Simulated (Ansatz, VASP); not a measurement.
Two plane-wave programs on LaScF

```
La Sc F
1.0
     5.35251    0.00000    0.00000
     0.00000    5.35251    0.00000
     0.00000    0.00000    4.47641
La Sc F
2 2 2
Direct
  0.00000 0.00000 0.00000
  0.50000 0.50000 0.00000
  0.50000 0.00000 0.50005
  0.00000 0.50000 0.49995
  0.50000 0.00000 0.00000
  0.00000 0.50000 0.00000
```

Change from the starting cell: species swapped into the MnAlGe type (P4/nmm, No. 129).

Alike in both runs: functional PBE; k mesh 4 × 4 × 4; occupations gaussian, width 0.1 eV; no spin polarisation.

Ansatz relaxed the structure, and its values are those at the end. VASP's run is a single point on that final structure, the one shown.

|  | VASP | Ansatz |
| --- | --- | --- |
| version | VASP 6.6.1 | Ansatz 0.2.0 |
| potentials or method | VASP PAW PBE potentials, release 64 (La, Sc_sv, F), cutoff 520 eV | scalar-relativistic, plane waves, PAW |
| valence electrons in the cell | 58 | 58 |

```tsv
	VASP	Ansatz	Ansatz less VASP
gap on the k mesh at the Fermi level (eV)	none	none	-
pressure (GPa)	0.0	0.0	+0.01
```

A gap of «none» marks a metal or a gap that the smearing closes. The functional is the same, so the differences come from potentials, cutoffs and numerics.

Spin-orbit coupling is off throughout.
